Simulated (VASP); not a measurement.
C:

```
C
1.0
     0.00000    1.78000    1.78000
     1.78000    0.00000    1.78000
     1.78000    1.78000    0.00000
C
2
Direct
  0.00000 0.00000 0.00000
  0.25000 0.25000 0.25000
```

```yaml
Program: VASP 6.6.1
Task: relaxation of cell and atoms
Functional: LDA
Potentials_or_basis: VASP PAW LDA potentials, release 64 (C)
Cutoff: 600 eV
k_mesh: 10 × 10 × 10
Occupations: gaussian, width 0.1 eV
Spin: no spin polarisation
```

At the start: pressure -9.9 GPa; volume 5.64 Å³/atom.

Task: Where does the relaxation end?

Result: Over 3 steps the energy falls by 3.9 meV/atom and the volume is 5.52 Å³/atom (-2.2 %); space group Fd-3m (No. 227, to 0.05 Å).

The path:
```csv
step,energy change (eV),largest force (eV/Å),pressure (GPa),volume (Å³)
1,0.0000,0.0000,-9.95,11.28
2,0.0057,0.0000,14.15,10.72
3,-0.0078,0.0000,-0.07,11.03
```

Final structure:
```
C
1.0
     0.00000    1.76693    1.76693
     1.76693    0.00000    1.76693
     1.76693    1.76693    0.00000
C
2
Direct
  0.00000 0.00000 0.00000
  0.25000 0.25000 0.25000
```
